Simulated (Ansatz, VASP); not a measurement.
**CaSe: VASP beside Ansatz**

Contents of INCAR:

```
PREC = Accurate ; ENCUT = 500
EDIFF = 1E-6 ; ISMEAR = 0
SIGMA = 0.1 ; LREAL = False
LASPH = True ; NELM = 120
ALGO = Normal ; ISIF = 2
LWAVE = False ; LCHARG = False
GGA = PE ; NBANDS = 15
GGA_COMPAT = False
```

File KPOINTS:

```
regular mesh
0
Gamma
  4 4 4
```

File POSCAR:

```
CaSe
1.0
    0.0000000000      3.3000000000      3.3000000000
    3.3000000000      0.0000000000      3.3000000000
    3.3000000000      3.3000000000      0.0000000000
Ca Se
1 1
Direct
    0.6210000000      0.4970000000      0.7290000000
    1.3710000000      1.2470000000      1.4790000000
```

Input for Ansatz:

```yaml
crystal:
  lattice:
    - [0.0, 3.3, 3.3]
    - [3.3, 0.0, 3.3]
    - [3.3, 3.3, 0.0]
  atoms:
    - { symbol: Ca, position: [0.621, 0.497, 0.729] }
    - { symbol: Se, position: [1.371, 1.247, 1.479] }
basis:
  ecutwfc: 420
kpoints:
  mp_grid: { grid: [4, 4, 4] }
hamiltonian:
  xc: pbe
scf:
  occupations: { method: gaussian, width: 0.1 }
  eigensolver: { mixed_precision: false }
  max_iter: 80
  convergence: { dr2_threshold: "1e-11 eV" }
output:
  forces: true
  stress: true
  eigenvalues: true
```

Alike in both runs: task single point; functional PBE; k mesh 4 × 4 × 4; occupations gaussian, width 0.1 eV; no spin polarisation.

```csv
,VASP,Ansatz
version,VASP 6.6.1,Ansatz 0.2.0
potentials or method,"VASP PAW PBE potentials, release 64 (Ca_sv, Se), cutoff 500 eV","scalar-relativistic, plane waves, PAW"
valence electrons in the cell,16,26
```

```tsv
	VASP	Ansatz	Ansatz less VASP
gap on the k mesh at the Fermi level (eV)	3.14	3.15	+0.001
least direct gap on the mesh (eV)	3.24	3.24	0.000
pressure (GPa)	-0.1	-0.2	-0.10
```

VASP's potentials hold 16 valence electrons a cell and Ansatz's 26, so a difference there can come from the potentials and not from the codes.
